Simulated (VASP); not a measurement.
**BN: single point with PBE**

The system is BN.

```
B N
1.0
    -0.01074    1.75254    1.75254
     1.75254   -0.01074    1.75254
     1.75254    1.75254   -0.01074
B N
1 1
Direct
  0.00000 0.00000 0.00000
  0.50000 0.50000 0.50000
```

This cell differs from its parent crystal: epitaxial 111 strain +1.0%.

```json
{
 "Program": "VASP 6.6.1",
 "Task": "single point",
 "Functional": "PBE",
 "Potentials or basis": "VASP PAW PBE potentials, release 64 (B, N)",
 "Cutoff": "520 eV",
 "k mesh": "12 × 12 × 12",
 "Occupations": "fermi-dirac, width 0.02 eV",
 "Spin": "no spin polarisation"
}
```

```
Pressure               : -4.0 GPa
Band gap on the k mesh : 0.99 eV (least direct gap 5.70 eV)
```

Stress tensor (GPa, compression positive):
```
-4.00  3.72  3.72
 3.72 -4.00  3.72
 3.72  3.72 -4.00
```

Levels at points of the mesh, in eV from the valence-band top:
```csv
k point,band 1,band 2,band 3,band 4,band 5,band 6,band 7,band 8
"(0.00, 0.00, 0.00)",-22.33,-1.04,-1.04,-0.83,8.69,11.74,11.80,11.80
"(0.50, 0.00, 0.00)",-17.26,-12.52,-0.74,-0.65,5.05,5.14,7.03,13.29
"(0.50, 0.50, 0.00)",-14.50,-11.76,-5.72,-5.54,0.99,8.76,14.24,14.29
"(0.50, 0.50, 0.50)",-17.15,-12.40,-0.80,-0.80,4.94,4.94,6.79,13.20
```

Wall time 18 s on 1 thread of Intel(R) Xeon(R) Platinum 8259CL CPU @ 2.50GHz (Skylake/Cascade Lake), with other jobs on the host, peak memory 0.13 GiB.

Caveat: the cell differs from its parent crystal (epitaxial 111 strain +1.0%); the cell stands under tension. A k mesh can miss the band edges.
